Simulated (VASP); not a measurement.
**AgO: relaxation of cell and atoms with PBEsol**

The system is AgO.

```xyz
2
Lattice="0.0000 2.3645 2.3645 2.3645 0.0000 2.3645 2.3645 2.3645 0.0000" Properties=species:S:1:pos:R:3 pbc="T T T"
Ag    0.0000    0.0000    0.0000
O     3.5468    3.5468    3.5468
```

```json
{
  "Program": "VASP 6.6.1",
  "Task": "relaxation of cell and atoms",
  "Functional": "PBEsol",
  "Potentials or basis": "VASP PAW PBE potentials, release 64 (Ag, O)",
  "Cutoff": "600 eV",
  "k mesh": "16 × 16 × 16",
  "Occupations": "gaussian, width 0.1 eV",
  "Spin": "no spin polarisation",
  "Target pressure": "20 GPa",
  "Dipole correction": "no",
  "Further INCAR settings": "ALGO = Normal; EDIFF = 1e-07; IBRION = 2; EDIFFG = -0.008; NSW = 70; ISIF = 3"
}
```

| Property | Result |
| --- | --- |
| Relaxed volume | 13.26 Å³/atom |
| Relaxed cell | a = 3.347 Å, b = 3.347 Å, c = 3.347 Å, α = 60.00°, β = 60.00°, γ = 60.00° |
| Space group after relaxing (to 0.05 Å) | F-43m (No. 216) |
| Energy change on relaxing (the enthalpy is what falls) | -4.5 meV/atom |
| Ionic steps | 3 |
| Pressure after relaxing | 20.0 GPa |

Step by step:
```
step  energy change (eV)  largest force (eV/Å)  pressure (GPa)  volume (Å³)
   1              0.0000                0.0000           20.54        26.44
   2             -0.0212                0.0000           19.24        26.61
   3             -0.0090                0.0000           20.00        26.51
```

Final structure:
```cif
data_structure
_symmetry_space_group_name_H-M 'P 1'
_symmetry_Int_Tables_number 1
_cell_length_a 3.3470
_cell_length_b 3.3470
_cell_length_c 3.3470
_cell_angle_alpha 60.000
_cell_angle_beta 60.000
_cell_angle_gamma 60.000
_cell_volume 26.51
loop_
_atom_site_label
_atom_site_type_symbol
_atom_site_fract_x
_atom_site_fract_y
_atom_site_fract_z
_atom_site_occupancy
Ag1 Ag 0.00000 0.00000 0.00000 1
O1 O 0.75000 0.75000 0.75000 1
```

Levels at points of the mesh, in eV from the Fermi level:
```tsv
k point	band 7	band 8	band 9	band 10	band 11	band 12
(0.00, 0.00, 0.00)	0.10	0.98	0.98	0.98	14.29	14.29
(0.50, 0.00, 0.00)	-2.99	-0.06	-0.06	5.50	7.04	14.24
(0.50, 0.50, 0.00)	-1.99	-1.56	-1.56	6.08	9.45	11.67
```

Wall time 82 s on 1 thread of Intel(R) Xeon(R) Platinum 8124M CPU @ 3.00GHz (Skylake/Cascade Lake), with other jobs on the host, peak memory 0.21 GiB.

Caveat: the cell is relaxed towards a set pressure, so the enthalpy falls and the energy may rise; the PAW data sets were made with another functional, which shifts forces and pressure a little; an odd number of electrons without spin polarisation forces a metal; a magnetic or distorted state may lie lower.
